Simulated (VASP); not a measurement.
# CuAu (P4/mmm) in VASP: further runs

The runs below take CuAu through single point, with PBE.

All numbers are computed with VASP 6.6.1; they aren't measurements. Logs are shortened: lines on timing, memory, paths and dates and some standing lists are left out, and cuts for length are marked.

**1. The cell of the first run**

It takes space group P4/mmm (No. 123, tetragonal). Conventional cell: a = 2.730 Å, b = 2.730 Å, c = 3.762 Å, α = 90.00°, β = 90.00°, γ = 90.00°. Within 3.6 Å of Cu (site symmetry 4/mmm) lie 8 Au at 2.70 Å and 4 Cu at 2.73 Å. Within 3.6 Å of Au (site symmetry 4/mmm) lie 8 Cu at 2.70 Å and 4 Au at 2.73 Å.

**2. Single point, PBE (strain -0.025 along x and y, +0.025 along z)**

File INCAR:

```
PREC = Accurate
ENCUT = 520
EDIFF = 1E-6
ISMEAR = 0
SIGMA = 0.15
LREAL = F
LASPH = T
NELM = 60
ALGO = Fast
ISIF = 2
LWAVE = F
LCHARG = F
GGA = PE
NBANDS = 18
```

File KPOINTS:

```
Automatic mesh
0
Gamma
  18 18 14
```

File POSCAR:

```
CuAu
1.0
    2.7300000000      0.0000000000      0.0000000000
    0.0000000000      2.7300000000      0.0000000000
    0.0000000000      0.0000000000      3.7617500000
Cu Au
1 1
Direct
    0.5000000000      0.5000000000      0.5000000000
    0.0000000000      0.0000000000      0.0000000000
```

Potentials or basis: VASP PAW PBE potentials, release 64 (Cu, Au).

On the command line:

```sh
$ cat potpaw_PBE.64/Cu/POTCAR potpaw_PBE.64/Au/POTCAR > POTCAR
$ mpirun -np 1 vasp_std > vasp.out
```

OUTCAR:

```text
PREC = Accurate
   ENCUT = 520
   EDIFF = 1E-6
   ISMEAR = 0
   LREAL = F
   LASPH = T
   NELM = 60
   ISIF = 2
   GGA = PE

 ion  position               nearest neighbor table
   1  0.500  0.500  0.500-   2 2.70   2 2.70   2 2.70   2 2.70   2 2.70   2 2.70   2 2.70   2 2.70

   2  0.000  0.000  0.000-   1 2.70   1 2.70   1 2.70   1 2.70   1 2.70   1 2.70   1 2.70   1 2.70

  LATTYP: Found a simple tetragonal cell.
 ALAT       =     2.7300000000
 C/A-ratio  =     1.3779304029

  Lattice vectors:

 A1 = (   2.7300000000,   0.0000000000,   0.0000000000)
 A2 = (   0.0000000000,   2.7300000000,   0.0000000000)
 A3 = (   0.0000000000,   0.0000000000,   3.7617500000)

Analysis of symmetry for initial positions (statically):
=====================================================================
 Subroutine PRICEL returns:
 Original cell was already a primitive cell.

 Routine SETGRP: Setting up the symmetry group for a
 simple tetragonal supercell.

 Subroutine GETGRP returns: Found 16 space group operations
 (whereof 16 operations were pure point group operations)
 out of a pool of 16 trial point group operations.

The static configuration has the point symmetry D_4h.

Analysis of symmetry for dynamics (positions and initial velocities):
=====================================================================
 Subroutine PRICEL returns:
 Original cell was already a primitive cell.

 Routine SETGRP: Setting up the symmetry group for a
 simple tetragonal supercell.

 Subroutine GETGRP returns: Found 16 space group operations
 (whereof 16 operations were pure point group operations)
 out of a pool of 16 trial point group operations.

The dynamic configuration has the point symmetry D_4h.

 Subroutine INISYM returns: Found 16 space group operations
 (whereof 16 operations are pure point group operations),
 and found     1 'primitive' translations

----------------------------------------------------------------------------------------

                                     Primitive cell

  volume of cell :      28.0359

  direct lattice vectors                    reciprocal lattice vectors
[... 79 lines left out ...]
   ISTART =      0    job   : 0-new  1-cont  2-samecut
   ICHARG =      2    charge: 1-file 2-atom 10-const
   ISPIN  =      1    spin polarized calculation?
   LNONCOLLINEAR =      F non collinear calculations
   LSORBIT =      F    spin-orbit coupling
   LASPH  =      T    aspherical Exc in radial PAW
   ENCUT  =  520.0 eV  38.22 Ry    6.18 a.u.   5.08  5.08  6.99*2*pi/ulx,y,z
   NELM   =     60;   NELMIN=  2; NELMDL= -5     # of ELM steps
   EDIFF  = 0.1E-05   stopping-criterion for ELM
   LREAL  =      F    real-space projection
   EDIFFG = 0.1E-04   stopping-criterion for IOM
   NSW    =      0    number of steps for IOM
   IBRION =     -1    ionic relax: 0-MD 1-quasi-New 2-CG
   NFREE  =      0    steps in history (QN), initial steepest desc. (CG)
   ISIF   =      2    stress and relaxation
   ISYM   =      2    0-nonsym 1-usesym 2-fastsym
   POTIM  = 0.5000    time-step for ionic-motion
   TEBEG  =    0.0;   TEEND  =   0.0 temperature during run
   PSTRESS=    0.0 pullay stress
   NELECT =      22.0000    total number of electrons
   NUPDOWN=      -1.0000    fix difference up-down
   EMIN   =  10.00;   EMAX   =-10.00  energy-range for DOS
   EFERMI =   0.00;   METHOD = LEGACY
   ISMEAR =     0;   SIGMA  =   0.15  broadening in eV -4-tet -1-fermi 0-gaus
   EFERMI_NEDOS =   21; number of points for ismear=-14 and -15
   IALGO  =     68    algorithm
   IMIX   =      4    mixing-type and parameters
     AMIX     =   0.40;   BMIX     =  1.00
     AMIX_MAG =   1.60;   BMIX_MAG =  1.00
  volume/ion in A,a.u.               =      14.02        94.60
  Fermi-wavevector in a.u.,A,eV,Ry     =   1.510001  2.853489 31.022697  2.280104
  Thomas-Fermi vector in A             =   2.620249
   LORBIT       =      0    0 simple, 1 ext, 2 COOP (PROOUT), +10 PAW based schemes
   GGA     = PE    functional components
   LHFCALC =     F    Hartree Fock is set to
   AEXX    =    0.0000 exact exchange contribution
   IVDW    =     0    specifies the selected vdW correction
   LEPSILON=     F    determine dielectric tensor
   LRPA    =     F    only Hartree local field effects (RPA)
 non-spin polarized calculation
 RMM-DIIS sequential band-by-band and
 Gauss-broadening in eV      SIGMA  =   0.15
  energy-cutoff  :      520.00
  volume of cell :       28.04
 maximum number of plane-waves:       774
   NGX = 11   NGY = 11   NGZ = 13

 number of electron      21.9999973 magnetization

 Free energy of the ion-electron system (eV)
  ---------------------------------------------------
  ext. energy  EPLUGINS =         0.00000000
  ---------------------------------------------------
  free energy    TOTEN  =        -6.98419211 eV

  energy without entropy =       -6.97857541  energy(sigma->0) =       -6.98138376

 E-fermi :   9.3455     XC(G=0): -12.8860

 val. band max:        9.3401790706   @ k =   0.3889   0.2778   0.3571
 cond. band min:       9.3470516779   @ k =   0.3889   0.3333   0.2857
 fundamental gap:      0.0068726073
 Fermi energy:         9.3454545538

 k-point     1 :       0.0000    0.0000    0.0000
  band No.  band energies     occupation
      1      -0.8439      2.00000
      2       2.2645      2.00000
      3       2.4716      2.00000
      4       5.1784      2.00000
      5       5.1784      2.00000
      6       6.2502      2.00000
[... 481 lines left out ...]
      5       5.1479      2.00000
      6       5.3799      2.00000
[... 10 lines left out ...]
     17      23.7422      0.00000
     18      27.6197      0.00000

 [... further k-points ...]

------------------------ aborting loop because EDIFF is reached ----------------------------------------

  FORCE on cell =-STRESS in cart. coord.  units (eV):
  Direction    XX          YY          ZZ          XY          YZ          ZX
  --------------------------------------------------------------------------------------
  -------------------------------------------------------------------------------------
  Total        2.3463740      2.3463740      1.6292500      0.0000000      0.0000000      0.0000000
  in kB      134.0888277    134.0888277     93.1071626      0.0000000      0.0000000      0.0000000
  external PRESSURE =     120.4282727 kB  Pullay stress =       0.0000000 kB

 VOLUME and BASIS-vectors are now :
 -----------------------------------------------------------------------------
  energy-cutoff  :      520.00
  volume of cell :       28.04
      direct lattice vectors                 reciprocal lattice vectors
     2.730000000  0.000000000  0.000000000     0.366300366  0.000000000  0.000000000
     0.000000000  2.730000000  0.000000000     0.000000000  0.366300366  0.000000000
     0.000000000  0.000000000  3.761750000     0.000000000  0.000000000  0.265833721

 POSITION                                       TOTAL-FORCE (eV/Angst)
 -----------------------------------------------------------------------------------
      1.36500      1.36500      1.88088         0.000000      0.000000      0.000000
      0.00000      0.00000      0.00000         0.000000      0.000000      0.000000
 -----------------------------------------------------------------------------------
    total drift:                               -0.000000      0.000000      0.000000

  FREE ENERGIE OF THE ION-ELECTRON SYSTEM (eV)
  ---------------------------------------------------
  free  energy   TOTEN  =        -6.9841921053 eV

  energy  without entropy=       -6.9785754096  energy(sigma->0) =       -6.98138376
```

stdout:

```text
POSCAR found type information on POSCAR CuAu
 POSCAR found :  2 types and       2 ions
 scaLAPACK will be used
 LDA part: xc-table for (Slater+PW92), standard interpolation
 POSCAR, INCAR and KPOINTS ok, starting setup
 FFT: planning ... GRIDC
 FFT: planning ... GRID_SOFT
 FFT: planning ... GRID
 WAVECAR not read
 entering main loop
WARNING in EDDRMM: call to ZHEGV failed, returncode =   8  4     18
WARNING in EDDRMM: call to ZHEGV failed, returncode =   8  4     18
WARNING in EDDRMM: call to ZHEGV failed, returncode =   8  4     17
```

Wall time 91 s (1 thread of AMD EPYC 9R45 (Zen 5), shared host); peak memory 0.3 GiB.

Results:

| Quantity | Value |
| --- | --- |
| Free energy | -6.9842 eV |
| Pressure | 12.0 GPa |
| Band gap on the k mesh | zero (band 11 reaches 14.95 eV, above the bottom of band 12 at 7.34 eV) |

Levels at points of the mesh, in eV from the Fermi level:
| k point | band 7 | band 8 | band 9 | band 10 | band 11 | band 12 | band 13 | band 14 | band 15 | band 16 |
| --- | --- | --- | --- | --- | --- | --- | --- | --- | --- | --- |
| (0.00, 0.00, 0.00) | -2.92 | -2.35 | -1.76 | -1.53 | -1.53 | 1.32 | 7.42 | 10.80 | 10.80 | 17.32 |
| (0.50, 0.00, 0.00) | -3.26 | -3.13 | -2.48 | -2.26 | -0.77 | 0.17 | 8.94 | 9.15 | 10.88 | 11.27 |
| (0.50, 0.50, 0.00) | -1.64 | -1.50 | -1.50 | -1.47 | 0.85 | 0.85 | 5.89 | 7.45 | 9.79 | 11.40 |
| (0.00, 0.00, 0.50) | -3.42 | -2.70 | -2.59 | -2.39 | -2.39 | -2.01 | 14.86 | 14.99 | 15.17 | 15.17 |
| (0.50, 0.00, 0.50) | -1.80 | -1.74 | -1.72 | -1.67 | -1.25 | -1.24 | 2.93 | 4.44 | 16.17 | 16.63 |
| (0.50, 0.50, 0.50) | -3.32 | -2.28 | -1.64 | -1.47 | 5.60 | 5.60 | 5.76 | 6.92 | 6.99 | 6.99 |

Caveat: the cell differs from its parent crystal (strain -0.025 along x and y, +0.025 along z); spin-orbit coupling is left out, which moves the levels of the heavy elements.

**3. Single point, PBE (strain +0.000 along x and y, -0.025 along z)**

File INCAR:

```
SYSTEM = CuAu
PREC = Accurate ; ENCUT = 520
EDIFF = 1E-6 ; ISMEAR = 0
SIGMA = 0.15 ; LREAL = .False.
LASPH = .True. ; NELM = 60
ALGO = Fast ; ISIF = 2
LWAVE = .False. ; LCHARG = .False.
GGA = PE ; NBANDS = 18
```

File KPOINTS:

```
regular mesh
0
Gamma
  18 18 14
  0 0 0
```

File POSCAR:

```
CuAu
1.0
    2.8000000000      0.0000000000      0.0000000000
    0.0000000000      2.8000000000      0.0000000000
    0.0000000000      0.0000000000      3.5782500000
Cu Au
1 1
Direct
    0.5000000000      0.5000000000      0.5000000000
    0.0000000000      0.0000000000      0.0000000000
```

Potentials or basis: VASP PAW PBE potentials, release 64 (Cu, Au).

On the command line:

```sh
$ cat potpaw_PBE.64/Cu/POTCAR potpaw_PBE.64/Au/POTCAR > POTCAR
$ mpirun -np 1 vasp_std > vasp.out
```

It took 2 min on 1 thread of AMD EPYC 9R45 (Zen 5), shared host; peak memory 0.31 GiB.

It converged, with:

* Free energy: -7.0025 eV
* Pressure: 11.7 GPa
* Band gap on the k mesh: zero (band 11 reaches 14.69 eV, above the bottom of band 12 at 7.19 eV)

Stress tensor (GPa, compression positive):
```
11.85  0.00  0.00
 0.00 11.85  0.00
 0.00  0.00 11.27
```

Levels at points of the mesh, in eV from the Fermi level:
```tsv
k point	band 9	band 10	band 11	band 12	band 13	band 14
(0.00, 0.00, 0.00)	-1.78	-1.54	-1.54	2.41	8.83	9.82
(0.50, 0.00, 0.00)	-2.58	-2.35	-1.00	-0.25	9.85	9.96
(0.50, 0.50, 0.00)	-1.41	-1.41	0.40	0.40	5.12	6.98
(0.00, 0.00, 0.50)	-2.50	-2.50	-2.44	-2.13	14.28	14.68
(0.50, 0.00, 0.50)	-1.65	-1.59	-1.21	-1.20	2.78	4.66
(0.50, 0.50, 0.50)	-1.78	-1.76	5.37	5.57	5.57	6.25
```

Caveat: the cell differs from its parent crystal (strain +0.000 along x and y, -0.025 along z); spin-orbit coupling is left out, which moves the levels of the heavy elements.

**4. Single point, PBE (strain -0.025 along x and y, +0.050 along z)**

File INCAR:

```
SYSTEM = CuAu
ALGO     = Fast           ! electronic algorithm
EDIFF    = 1E-6           ! SCF threshold, eV
ENCUT    = 520            ! plane-wave cutoff, eV
GGA      = PE             ! functional
ISIF     = 2              ! what is computed and relaxed
ISMEAR   = 0              ! smearing method
LASPH    = .TRUE.         ! aspherical terms in the spheres
LCHARG   = .FALSE.        ! write CHGCAR
LREAL    = .FALSE.        ! projectors in reciprocal space
LWAVE    = .FALSE.        ! write WAVECAR
NBANDS   = 18             ! bands
NELM     = 80             ! most SCF steps
PREC     = Accurate       ! precision mode
SIGMA    = 0.15           ! smearing width, eV
```

File KPOINTS:

```
k-points
0
G
  18 18 14
  0 0 0
```

File POSCAR:

```
CuAu
1.0
    2.7300000000      0.0000000000      0.0000000000
    0.0000000000      2.7300000000      0.0000000000
    0.0000000000      0.0000000000      3.8535000000
Cu Au
1 1
Direct
    0.5000000000      0.5000000000      0.5000000000
    0.0000000000      0.0000000000      0.0000000000
```

On the command line:

```sh
$ cat potpaw_PBE.64/Cu/POTCAR potpaw_PBE.64/Au/POTCAR > POTCAR
$ mpirun -np 1 vasp_std > vasp.out
```

It took 97 s on 1 thread of AMD EPYC 9R45 (Zen 5), shared host; peak memory 0.3 GiB.

The run converged. Its results:

| Item | Value |
| --- | --- |
| Free energy | -7.0129 eV |
| Pressure | 7.8 GPa |
| Band gap on the k mesh | zero (band 11 reaches 14.53 eV, above the bottom of band 12 at 7.05 eV) |

Stress tensor (GPa, compression positive):
```
9.62 0.00 0.00
0.00 9.62 0.00
0.00 0.00 4.10
```

Levels at points of the mesh, in eV from the Fermi level:
```tsv
k point	band 8	band 9	band 10	band 11	band 12	band 13	band 14	band 15
(0.00, 0.00, 0.00)	-2.33	-1.71	-1.50	-1.50	1.07	6.80	11.03	11.03
(0.50, 0.00, 0.00)	-3.02	-2.38	-2.16	-0.68	0.28	8.58	8.81	10.31
(0.50, 0.50, 0.00)	-1.50	-1.50	-1.37	1.07	1.07	5.97	7.41	9.61
(0.00, 0.00, 0.50)	-2.59	-2.55	-2.27	-2.27	-1.91	14.67	14.97	15.17
(0.50, 0.00, 0.50)	-1.70	-1.67	-1.67	-1.14	-1.12	2.89	4.24	16.17
(0.50, 0.50, 0.50)	-2.21	-1.55	-1.36	5.57	5.57	5.81	6.82	6.82
```

Caveat: the cell differs from its parent crystal (strain -0.025 along x and y, +0.050 along z); spin-orbit coupling is left out, which moves the levels of the heavy elements.

**5. Single point, PBE (strain +0.025 along x and y, -0.050 along z)**

File INCAR:

```
PREC = Accurate
ENCUT = 520
EDIFF = 1E-7
ISMEAR = 0
SIGMA = 0.15
LREAL = F
LASPH = T
NELM = 100
ALGO = Fast
ISIF = 2
LWAVE = F
LCHARG = F
GGA = PE
NBANDS = 18
```

File KPOINTS:

```
Automatic mesh
0
Gamma
  18 18 14
```

File POSCAR:

```
CuAu
1.0
    2.8700000000      0.0000000000      0.0000000000
    0.0000000000      2.8700000000      0.0000000000
    0.0000000000      0.0000000000      3.4865000000
Cu Au
1 1
Direct
    0.5000000000      0.5000000000      0.5000000000
    0.0000000000      0.0000000000      0.0000000000
```

On the command line:

```sh
$ cat potpaw_PBE.64/Cu/POTCAR potpaw_PBE.64/Au/POTCAR > POTCAR
$ mpirun -np 1 vasp_std > vasp.out
```

It took 2.4 min on 1 thread of AMD EPYC 9R45 (Zen 5), shared host; peak memory 0.31 GiB.

Results (log left out):

```
Free energy            : -7.0390 eV
Pressure               : 7.1 GPa
Band gap on the k mesh : zero (band 11 reaches 14.02 eV, above the bottom of band 12 at 6.80 eV)
```

Stress tensor (GPa, compression positive):
```
6.82 0.00 0.00
0.00 6.82 0.00
0.00 0.00 7.63
```

Levels at points of the mesh, in eV from the Fermi level:
```
           k point  band 8  band 9  band 10  band 11  band 12  band 13  band 14  band 15
(0.00, 0.00, 0.00)   -2.10   -1.72    -1.51    -1.51     3.25     9.13     9.13     9.57
(0.50, 0.00, 0.00)   -3.01   -2.54    -2.31    -1.11    -0.54    10.43    10.45    12.13
(0.50, 0.50, 0.00)   -1.80   -1.34    -1.34     0.20     0.20     4.51     6.51    10.81
(0.00, 0.00, 0.50)   -2.96   -2.48    -2.48    -2.23    -2.13    13.86    14.23    14.23
(0.50, 0.00, 0.50)   -1.87   -1.55    -1.49    -1.05    -1.04     2.65     4.70    15.38
(0.50, 0.50, 0.50)   -2.16   -1.92    -1.79     5.09     5.53     5.53     5.71     6.57
```

Caveat: the cell differs from its parent crystal (strain +0.025 along x and y, -0.050 along z); spin-orbit coupling is left out, which moves the levels of the heavy elements.

**6. Overview**

```tsv
cell	further INCAR settings	gap on the mesh (eV)	pressure (GPa)
a = 2.730, b = 2.730, c = 3.762 Å, 2 atoms	ALGO = Fast; EDIFF = 1e-06; NBANDS = 18	none	12.0
a = 2.800, b = 2.800, c = 3.578 Å, 2 atoms	ALGO = Fast; EDIFF = 1e-06; NBANDS = 18	none	11.7
a = 2.730, b = 2.730, c = 3.853 Å, 2 atoms	ALGO = Fast; EDIFF = 1e-06; NBANDS = 18	none	7.8
a = 2.870, b = 2.870, c = 3.486 Å, 2 atoms	ALGO = Fast; EDIFF = 1e-07; NBANDS = 18	none	7.1
```

Alike in all rows: task single point; level PBE; potentials or basis VASP PAW PBE potentials, release 64 (Cu, Au); no spin polarisation; k mesh 18 × 18 × 14; cutoff (eV) 520; smearing gaussian 0.15 eV.

Caveats: spin-orbit coupling is left out, which moves the levels of the heavy elements.

Total energies depend on the potentials used, so only differences within one code and one set of settings carry meaning.
